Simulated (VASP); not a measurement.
GaP: single point with r2SCAN

Crystal: GaP.

```
Ga P
1.0
     0.00000    2.77870    2.77870
     2.77870    0.00000    2.77870
     2.77870    2.77870    0.00000
Ga P
1 1
Direct
  0.00000 0.00000 0.00000
  0.25000 0.25000 0.25000
```

This cell differs from its parent crystal: volume scaled by 1.06.

```json
{"Program": "VASP 6.6.1", "Task": "single point", "Functional": "r2SCAN", "Potentials or basis": "VASP PAW PBE potentials, release 64 (Ga_d, P)", "Cutoff": "520 eV", "k mesh": "8 × 8 × 8", "Occupations": "gaussian, width 0.02 eV", "Spin": "no spin polarisation", "Dipole correction": "no", "Further INCAR settings": "ALGO = Normal; EDIFF = 1e-06; NBANDS = 16"}
```

The pressure is -4.5 GPa and the band gap on the k mesh is 1.84 eV, direct.

Levels at points of the mesh, in eV from the valence-band top:
| k point | band 7 | band 8 | band 9 | band 10 | band 11 | band 12 |
| --- | --- | --- | --- | --- | --- | --- |
| (0.00, 0.00, 0.00) | 0.00 | 0.00 | 0.00 | 1.84 | 4.20 | 4.20 |
| (0.50, 0.00, 0.00) | -6.51 | -1.08 | -1.08 | 1.85 | 5.07 | 5.07 |
| (0.50, 0.50, 0.00) | -6.68 | -2.60 | -2.60 | 2.03 | 2.14 | 10.89 |

Run time: 50 s on 1 thread of Intel(R) Xeon(R) 6975P-C (Granite Rapids) (shared host), peak memory 0.17 GiB.

Caveat: the PAW data sets were made with another functional, which shifts forces and pressure a little. A k mesh can miss the band edges.
